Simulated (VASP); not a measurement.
## SnO3: single point with PBE

The system is SnO3.

```
Sn O
1.0
     6.04342    0.00000    0.00000
     0.00000    6.04342    0.00000
     0.00000    0.00000    6.04342
Sn O
2 6
Cartesian
  3.0217 3.0217 3.0217
  0.0000 0.0000 0.0000
  0.6594 3.0217 3.0217
  5.3840 3.0217 3.0217
  3.0217 0.6594 3.0217
  3.0217 5.3840 3.0217
  3.0217 3.0217 0.6594
  3.0217 3.0217 5.3840
```

The cell was generated, and may not be a known phase.

```yaml
Program: VASP 6.6.1
Task: single point
Functional: PBE
Potentials_or_basis: VASP PAW PBE potentials, release 64 (Sn_d, O_h)
Cutoff: 1340 eV
k_mesh: 6 × 6 × 6
Occupations: gaussian, width 0.1 eV
Spin: no spin polarisation
Dipole_correction: no
Further_INCAR_settings: ALGO = Normal; EDIFF = 1e-06; NBANDS = 42
```

The pressure is -0.1 GPa, the largest force is 0.016 eV/Å and the band gap on the k mesh is zero (bands 32 and 33 overlap by 0.42 eV).

Forces in eV/Å, atoms in the order of the input:
```
Sn   0.000  0.000  0.000
Sn   0.000  0.000  0.000
O    0.016  0.000  0.000
O   -0.016  0.000  0.000
O    0.000  0.016  0.000
O    0.000 -0.016  0.000
O    0.000  0.000  0.016
O    0.000  0.000 -0.016
```

Levels at points of the mesh, in eV from the Fermi level:
```tsv
k point	band 28	band 29	band 30	band 31	band 32	band 33	band 34	band 35	band 36	band 37
(0.00, 0.00, 0.00)	-0.55	-0.55	-0.55	0.29	0.29	0.29	0.29	0.29	0.29	2.91
(0.50, 0.00, 0.00)	-0.54	-0.35	-0.35	-0.19	-0.19	-0.13	0.29	0.34	0.34	3.18
(0.50, 0.50, 0.00)	-0.64	-0.34	-0.34	-0.13	-0.13	-0.01	0.10	0.10	0.25	3.44
(0.50, 0.50, 0.50)	-0.45	-0.45	-0.45	-0.01	-0.01	-0.01	0.09	0.09	0.09	5.49
```

Run time: 8.6 min on 1 thread of Intel(R) Xeon(R) 6975P-C (Granite Rapids), on a shared host, peak memory 1.1 GiB.

Caveat: semilocal functionals underestimate gaps, and a narrow one can read as zero; spin-orbit coupling is left out, which moves the levels of the heavy elements.
